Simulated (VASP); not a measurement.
# Al (I4/mmm) in VASP: notebook, part 2 of 2

VASP 6.6.1.

## 4. Single point, PBE+D3(BJ) (strain +0.080 along x and y, -0.080 along z)

INCAR reads:

```
SYSTEM = Al
PREC     = Accurate       ! precision mode
ENCUT    = 520            ! plane-wave cutoff, eV
EDIFF    = 1E-6           ! SCF threshold, eV
ISMEAR   = 0              ! smearing method
SIGMA    = 0.15           ! smearing width, eV
LREAL    = .FALSE.        ! projectors in reciprocal space
LASPH    = .TRUE.         ! aspherical terms in the spheres
NELM     = 80             ! most SCF steps
ALGO     = Fast           ! electronic algorithm
ISIF     = 2              ! what is computed and relaxed
LWAVE    = .FALSE.        ! write WAVECAR
LCHARG   = .FALSE.        ! write CHGCAR
GGA      = PE             ! functional
IVDW     = 12             ! dispersion correction
NBANDS   = 8              ! bands
```

KPOINTS reads:

```
Automatic mesh
0
G
  26 26 26
  0 0 0
```

POSCAR reads:

```
Al
1.0
    0.0000000000      2.1506718558      1.8320538030
    2.1506718558      0.0000000000      1.8320538030
    2.1506718558      2.1506718558      0.0000000000
Al
1
Direct
    0.0000000000      0.0000000000      0.0000000000
```

Potentials or basis: VASP PAW PBE potentials, release 64 (Al).

Launch:

```
$ cat potpaw_PBE.64/Al/POTCAR > POTCAR
$ mpirun -np 1 vasp_std > vasp.out
```

OUTCAR:

```text
SYSTEM = Al
   PREC = Accurate
   ENCUT = 520
   EDIFF = 1E-6
   ISMEAR = 0
   LREAL = .FALSE.
   LASPH = .TRUE.
   NELM = 80
   ISIF = 2
   GGA = PE
   IVDW = 12
 IVDW          = 12

 ion  position               nearest neighbor table
   1  0.000  0.000  0.000-

  LATTYP: Found a body centered tetragonal cell.
 ALAT       =     3.0415093067
 C/A-ratio  =     1.2047004420

  Lattice vectors:

 A1 = (   0.0000000000,  -2.1506718558,  -1.8320538030)
 A2 = (   0.0000000000,   2.1506718558,  -1.8320538030)
 A3 = (   2.1506718558,   0.0000000000,   1.8320538030)

Analysis of symmetry for initial positions (statically):
=====================================================================
 Subroutine PRICEL returns:
 Original cell was already a primitive cell.

 Routine SETGRP: Setting up the symmetry group for a
 body centered tetragonal supercell.

 Subroutine GETGRP returns: Found 16 space group operations
 (whereof 16 operations were pure point group operations)
 out of a pool of 16 trial point group operations.

The static configuration has the point symmetry D_4h.

Analysis of symmetry for dynamics (positions and initial velocities):
=====================================================================
 Subroutine PRICEL returns:
 Original cell was already a primitive cell.

 Routine SETGRP: Setting up the symmetry group for a
 body centered tetragonal supercell.

 Subroutine GETGRP returns: Found 16 space group operations
 (whereof 16 operations were pure point group operations)
 out of a pool of 16 trial point group operations.

The dynamic configuration has the point symmetry D_4h.

 Subroutine INISYM returns: Found 16 space group operations
 (whereof 16 operations are pure point group operations),
 and found     1 'primitive' translations

----------------------------------------------------------------------------------------

                                     Primitive cell

  volume of cell :      16.9479
[... 110 lines left out ...]
  Thomas-Fermi vector in A             =   2.044367
   LORBIT       =      0    0 simple, 1 ext, 2 COOP (PROOUT), +10 PAW based schemes
   GGA     = PE    functional components
   LHFCALC =     F    Hartree Fock is set to
   AEXX    =    0.0000 exact exchange contribution
   IVDW    =    12    specifies the selected vdW correction
   LEPSILON=     F    determine dielectric tensor
   LRPA    =     F    only Hartree local field effects (RPA)
 non-spin polarized calculation
 RMM-DIIS sequential band-by-band and
 Gauss-broadening in eV      SIGMA  =   0.15
  energy-cutoff  :      520.00
  volume of cell :       16.95
 maximum number of plane-waves:       471
 NGX is ok and might be reduce to    24
   NGX = 11   NGY = 11   NGZ = 11

 number of electron       3.0000000 magnetization

 Free energy of the ion-electron system (eV)
  ---------------------------------------------------
  ext. energy  EPLUGINS =         0.00000000
  ---------------------------------------------------
  free energy    TOTEN  =        -3.70490459 eV

  energy without entropy =       -3.70022706  energy(sigma->0) =       -3.70256582

 E-fermi :   7.6892     XC(G=0): -10.1012

 val. band max:        7.6855726761   @ k =   0.3846   0.1154   0.0000
 cond. band min:       7.6984760874   @ k =  -0.3462   0.3846   0.2308
 fundamental gap:      0.0129034113
 Fermi energy:         7.6891799961

 k-point     1 :       0.0000    0.0000    0.0000
  band No.  band energies     occupation
      1      -3.2254      2.00000
      2      20.0043      0.00000
      3      20.0043      0.00000
      4      21.3560      0.00000
      5      21.5802      0.00000
      6      21.8150      0.00000
      7      21.8150      0.00000
      8      23.8989      0.00000
[... 243 lines left out ...]
 k-point    24 :       0.3846    0.0385    0.0000
  band No.  band energies     occupation
      1       0.6160      2.00000
      2       6.9494      2.00000
      3      16.2387      0.00000
      4      18.2783      0.00000
      5      19.0869      0.00000
      6      20.9365      0.00000
      7      24.5512      0.00000
      8      25.6386      0.00000

 [... further k-points ...]

------------------------ aborting loop because EDIFF is reached ----------------------------------------

 Edisp (eV)   -0.32690

 E8    (eV) :    -0.1460

  FORCE on cell =-STRESS in cart. coord.  units (eV):
  Direction    XX          YY          ZZ          XY          YZ          ZX
  --------------------------------------------------------------------------------------
  -------------------------------------------------------------------------------------
  Total      -0.68621    -0.68621     0.08380     0.00000     0.00000     0.00000
  in kB     -64.87139   -64.87139     7.92218     0.00000     0.00000     0.00000
  external pressure =      -40.61 kB  Pullay stress =        0.00 kB

 VOLUME and BASIS-vectors are now :
 -----------------------------------------------------------------------------
  energy-cutoff  :      520.00
  volume of cell :       16.95
      direct lattice vectors                 reciprocal lattice vectors
     0.000000000  2.150671856  1.832053803    -0.232485490  0.232485490  0.272917749
     2.150671856  0.000000000  1.832053803     0.232485490 -0.232485490  0.272917749
     2.150671856  2.150671856  0.000000000     0.232485490  0.232485490 -0.272917749

 POSITION                                       TOTAL-FORCE (eV/Angst)
 -----------------------------------------------------------------------------------
      0.00000      0.00000      0.00000         0.000000      0.000000      0.000000
 -----------------------------------------------------------------------------------
    total drift:                               -0.000000      0.000000      0.000000

  FREE ENERGIE OF THE ION-ELECTRON SYSTEM (eV)
  ---------------------------------------------------
  free  energy   TOTEN  =        -4.0318053068 eV

  energy  without entropy=       -4.0271277716  energy(sigma->0) =       -4.02946654
```

OSZICAR:

```text
N       E                     dE             d eps       ncg     rms          rms(c)
DAV:   1    -0.231297884418E+01   -0.23130E+01   -0.86270E+02 21344   0.205E+02
DAV:   2    -0.371970940026E+01   -0.14067E+01   -0.13480E+01 29696   0.184E+01
DAV:   3    -0.372698943045E+01   -0.72800E-02   -0.72759E-02 26848   0.148E+00
DAV:   4    -0.372700848158E+01   -0.19051E-04   -0.19051E-04 32840   0.680E-02
DAV:   5    -0.372700852387E+01   -0.42294E-07   -0.42429E-07 27056   0.195E-03    0.123E+00
RMM:   6    -0.371409881650E+01    0.12910E-01   -0.11862E-03 21283   0.193E-01    0.720E-01
RMM:   7    -0.370488780116E+01    0.92110E-02   -0.37469E-03 24885   0.327E-01    0.117E-01
RMM:   8    -0.370490283732E+01   -0.15036E-04   -0.16048E-04 23744   0.794E-02    0.215E-02
RMM:   9    -0.370490517123E+01   -0.23339E-05   -0.22568E-05 24407   0.291E-02    0.118E-02
RMM:  10    -0.370490459177E+01    0.57946E-06   -0.47407E-06 24981   0.135E-02
   1 F= -.40318053E+01 E0= -.40294665E+01  d E =-.467754E-02
```

It took 44 s on 1 thread of Intel Xeon 6975P-C (Granite Rapids), shared host; peak memory 0.27 GiB.

Results:

```
Free energy                : -4.0318 eV
Pressure                   : -4.1 GPa
Dispersion energy per atom : -0.327 eV
```

Caveat: the cell differs from its parent crystal (strain +0.080 along x and y, -0.080 along z); pairwise dispersion overbinds metals, which lowers pressure and volume.

## 5. Single point, PBE+D3(BJ) (strain +0.080 along x and y, -0.040 along z)

INCAR reads:

```
SYSTEM = Al
PREC = Accurate ; ENCUT = 520
EDIFF = 1E-7 ; ISMEAR = 0
SIGMA = 0.15 ; LREAL = .False.
LASPH = .True. ; NELM = 80
ALGO = Fast ; ISIF = 2
LWAVE = .False. ; LCHARG = .True.
GGA = PE ; IVDW = 12
LELF = .True. ; LVHAR = .True.
NBANDS = 8
```

KPOINTS reads:

```
regular mesh
0
Gamma
  26 26 26
  0 0 0
```

POSCAR reads:

```
Al
1.0
    0.0000000000      2.1506718558      1.9117083162
    2.1506718558      0.0000000000      1.9117083162
    2.1506718558      2.1506718558      0.0000000000
Al
1
Direct
    0.0000000000      0.0000000000      0.0000000000
```

Potentials or basis: VASP PAW PBE potentials, release 64 (Al).

Launch:

```
$ cat potpaw_PBE.64/Al/POTCAR > POTCAR
$ mpirun -np 1 vasp_std > vasp.out
```

OUTCAR:

```text
SYSTEM = Al
   PREC = Accurate
   ENCUT = 520
   EDIFF = 1E-7
   ISMEAR = 0
   LREAL = .False.
   LASPH = .True.
   NELM = 80
   ISIF = 2
   GGA = PE
   IVDW = 12
 IVDW          = 12

 ion  position               nearest neighbor table
   1  0.000  0.000  0.000-

  LATTYP: Found a body centered tetragonal cell.
 ALAT       =     3.0415093067
 C/A-ratio  =     1.2570787221

  Lattice vectors:

 A1 = (   0.0000000000,  -2.1506718558,  -1.9117083162)
 A2 = (   0.0000000000,   2.1506718558,  -1.9117083162)
 A3 = (   2.1506718558,   0.0000000000,   1.9117083162)

Analysis of symmetry for initial positions (statically):
=====================================================================
 Subroutine PRICEL returns:
 Original cell was already a primitive cell.

 Routine SETGRP: Setting up the symmetry group for a
 body centered tetragonal supercell.

 Subroutine GETGRP returns: Found 16 space group operations
 (whereof 16 operations were pure point group operations)
 out of a pool of 16 trial point group operations.

The static configuration has the point symmetry D_4h.

Analysis of symmetry for dynamics (positions and initial velocities):
=====================================================================
 Subroutine PRICEL returns:
 Original cell was already a primitive cell.

 Routine SETGRP: Setting up the symmetry group for a
 body centered tetragonal supercell.

 Subroutine GETGRP returns: Found 16 space group operations
 (whereof 16 operations were pure point group operations)
 out of a pool of 16 trial point group operations.

The dynamic configuration has the point symmetry D_4h.

 Subroutine INISYM returns: Found 16 space group operations
 (whereof 16 operations are pure point group operations),
 and found     1 'primitive' translations

----------------------------------------------------------------------------------------

                                     Primitive cell

  volume of cell :      17.6848
[... 110 lines left out ...]
  Thomas-Fermi vector in A             =   2.029917
   LORBIT       =      0    0 simple, 1 ext, 2 COOP (PROOUT), +10 PAW based schemes
   GGA     = PE    functional components
   LHFCALC =     F    Hartree Fock is set to
   AEXX    =    0.0000 exact exchange contribution
   IVDW    =    12    specifies the selected vdW correction
   LEPSILON=     F    determine dielectric tensor
   LRPA    =     F    only Hartree local field effects (RPA)
 non-spin polarized calculation
 RMM-DIIS sequential band-by-band and
 Gauss-broadening in eV      SIGMA  =   0.15
  energy-cutoff  :      520.00
  volume of cell :       17.68
 maximum number of plane-waves:       495
 NGX is ok and might be reduce to    24
   NGX = 11   NGY = 11   NGZ = 11

 number of electron       3.0000000 magnetization

 Free energy of the ion-electron system (eV)
  ---------------------------------------------------
  ext. energy  EPLUGINS =         0.00000000
  ---------------------------------------------------
  free energy    TOTEN  =        -3.71180159 eV

  energy without entropy =       -3.70734107  energy(sigma->0) =       -3.70957133

 E-fermi :   7.2615     XC(G=0):  -9.9486

 val. band max:        7.2599821368   @ k =  -0.2692   0.1923   0.1538
 cond. band min:       7.2641972744   @ k =  -0.3077   0.1154   0.3846
 fundamental gap:      0.0042151376
 Fermi energy:         7.2615458610

 k-point     1 :       0.0000    0.0000    0.0000
  band No.  band energies     occupation
      1      -3.3676      2.00000
      2      19.3239      0.00000
      3      19.3239      0.00000
      4      20.3739      0.00000
      5      20.4836      0.00000
      6      20.7211      0.00000
      7      20.7211      0.00000
      8      23.4820      0.00000
[... 243 lines left out ...]
 k-point    24 :       0.3846    0.0385    0.0000
  band No.  band energies     occupation
      1       0.3181      2.00000
      2       6.5293      2.00000
      3      15.8685      0.00000
      4      17.7147      0.00000
      5      18.8677      0.00000
      6      20.1449      0.00000
      7      22.9543      0.00000
      8      23.9002      0.00000

 [... further k-points ...]

------------------------ aborting loop because EDIFF is reached ----------------------------------------

 Edisp (eV)   -0.31289

 E8    (eV) :    -0.1397

  FORCE on cell =-STRESS in cart. coord.  units (eV):
  Direction    XX          YY          ZZ          XY          YZ          ZX
  --------------------------------------------------------------------------------------
  -------------------------------------------------------------------------------------
  Total      -0.92513    -0.92513    -0.43845     0.00000     0.00000     0.00000
  in kB     -83.81345   -83.81345   -39.72181     0.00000     0.00000     0.00000
  external pressure =      -69.12 kB  Pullay stress =        0.00 kB

 VOLUME and BASIS-vectors are now :
 -----------------------------------------------------------------------------
  energy-cutoff  :      520.00
  volume of cell :       17.68
      direct lattice vectors                 reciprocal lattice vectors
     0.000000000  2.150671856  1.911708316    -0.232485490  0.232485490  0.261546176
     2.150671856  0.000000000  1.911708316     0.232485490 -0.232485490  0.261546176
     2.150671856  2.150671856  0.000000000     0.232485490  0.232485490 -0.261546176

 POSITION                                       TOTAL-FORCE (eV/Angst)
 -----------------------------------------------------------------------------------
      0.00000      0.00000      0.00000         0.000000      0.000000      0.000000
 -----------------------------------------------------------------------------------
    total drift:                               -0.000000      0.000000      0.000000

  FREE ENERGIE OF THE ION-ELECTRON SYSTEM (eV)
  ---------------------------------------------------
  free  energy   TOTEN  =        -4.0246866262 eV

  energy  without entropy=       -4.0202261075  energy(sigma->0) =       -4.02245637
```

OSZICAR:

```text
N       E                     dE             d eps       ncg     rms          rms(c)
DAV:   1    -0.237662991007E+01   -0.23766E+01   -0.82846E+02 21320   0.201E+02
DAV:   2    -0.372584221845E+01   -0.13492E+01   -0.12929E+01 29848   0.180E+01
DAV:   3    -0.373299715271E+01   -0.71549E-02   -0.71476E-02 27264   0.147E+00
DAV:   4    -0.373301484764E+01   -0.17695E-04   -0.17694E-04 32976   0.657E-02
DAV:   5    -0.373301489002E+01   -0.42384E-07   -0.42861E-07 27696   0.188E-03    0.118E+00
RMM:   6    -0.372067470646E+01    0.12340E-01   -0.12753E-03 21291   0.202E-01    0.692E-01
RMM:   7    -0.371178678289E+01    0.88879E-02   -0.40094E-03 25183   0.342E-01    0.115E-01
RMM:   8    -0.371180052052E+01   -0.13738E-04   -0.15564E-04 23783   0.785E-02    0.219E-02
RMM:   9    -0.371180277164E+01   -0.22511E-05   -0.22794E-05 24515   0.289E-02    0.110E-02
RMM:  10    -0.371180224863E+01    0.52301E-06   -0.50191E-06 25261   0.140E-02    0.104E-02
RMM:  11    -0.371180160024E+01    0.64839E-06   -0.10104E-06 25084   0.530E-03    0.417E-03
RMM:  12    -0.371180159169E+01    0.85553E-08   -0.33910E-07 23353   0.338E-03
   1 F= -.40246866E+01 E0= -.40224564E+01  d E =-.446052E-02
```

stdout:

```text
POSCAR found type information on POSCAR Al
 POSCAR found :  1 types and       1 ions
 scaLAPACK will be used
 LDA part: xc-table for (Slater+PW92), standard interpolation
 POSCAR, INCAR and KPOINTS ok, starting setup
 FFT: planning ... GRIDC
 FFT: planning ... GRID_SOFT
 FFT: planning ... GRID
 WAVECAR not read
 entering main loop
```

It took 49 s on 1 thread of Intel Xeon 6975P-C (Granite Rapids), shared host; peak memory 0.28 GiB.

What came out:

```yaml
Free_energy: -4.0247 eV
Pressure: -6.9 GPa
Dispersion_energy_per_atom: -0.313 eV
```

Caveat: the cell differs from its parent crystal (strain +0.080 along x and y, -0.040 along z); pairwise dispersion overbinds metals, which lowers pressure and volume.

## 6. Overview

| cell | gap on the mesh (eV) | pressure (GPa) |
| --- | --- | --- |
| a = 2.765, b = 2.765, c = 2.591 Å, angles 62.1, 62.1, 55.9°, 1 atom | none | 16.3 |
| a = 2.825, b = 2.825, c = 2.591 Å, angles 62.7, 62.7, 54.6°, 1 atom | none | 12.2 |
| a = 2.825, b = 2.825, c = 3.042 Å, angles 57.4, 57.4, 65.1°, 1 atom | none | -4.1 |
| a = 2.878, b = 2.878, c = 3.042 Å, angles 58.1, 58.1, 63.8°, 1 atom | none | -6.9 |

Alike in all rows: task single point; level PBE+D3(BJ); potentials or basis VASP PAW PBE potentials, release 64 (Al); no spin polarisation; k mesh 26 × 26 × 26; cutoff (eV) 520; smearing gaussian 0.15 eV.

Caveats: pairwise dispersion overbinds metals, which lowers pressure and volume.

Total energies depend on the potentials used, so only differences within one code and one set of settings carry meaning.
